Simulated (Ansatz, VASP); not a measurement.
# VPtC4N4: VASP beside Ansatz

```xyz
10
Lattice="5.9973 0.0000 0.0000 0.0000 5.9973 0.0000 0.0000 0.0000 5.9973" Properties=species:S:1:pos:R:3 pbc="T T T"
V     0.0000    0.0000    0.0000
Pt    2.9987    2.9987    2.9987
C     1.1480    1.1480    1.1480
C     1.1480    4.8493    4.8493
C     4.8493    1.1480    4.8493
C     4.8493    4.8493    1.1480
N     1.8290    1.8290    1.8290
N     1.8290    4.1683    4.1683
N     4.1683    1.8290    4.1683
N     4.1683    4.1683    1.8290
```

Alike in both runs: functional PBE; k mesh 4 × 4 × 4; occupations gaussian, width 0.1 eV; collinear spin.

Ansatz relaxed the structure, and its values are those at the end. VASP's run is a single point on that final structure, the one shown.

|  | VASP | Ansatz |
| --- | --- | --- |
| version | VASP 6.6.1 | Ansatz 0.2.0 |
| potentials or method | VASP PAW PBE potentials, release 64 (V_sv, Pt, C, N), cutoff 520 eV | scalar-relativistic, plane waves, PAW |
| valence electrons in the cell | 59 | 67 |

|  | VASP | Ansatz | Ansatz less VASP |
| --- | --- | --- | --- |
| gap on the k mesh at the Fermi level (eV) | none | none | - |
| pressure (GPa) | 0.5 | 0.2 | -0.29 |
| rms of the force components (eV/Å) | 0.144 | 0.015 | -0.1288 |
| net moment per atom (μB) | 0.10 | 0.10 | 0.000 |
| size of the moment on the site where the two differ most (μB) | 1.45 | 1.14 | -0.311 |

Site moments also hang on the region over which each program counts them. A gap of «none» marks a metal or a gap that the smearing closes. One of these differences is far larger than is usual between the two programs; its cause wasn't traced. The functional is the same, so the differences come from potentials, cutoffs and numerics. VASP's potentials hold 59 valence electrons a cell and Ansatz's 67, so a difference there can come from the potentials and not from the codes.

Spin-orbit coupling is off throughout. Noted on VASP's run: the standard files for N, O and F lose accuracy on very short bonds.
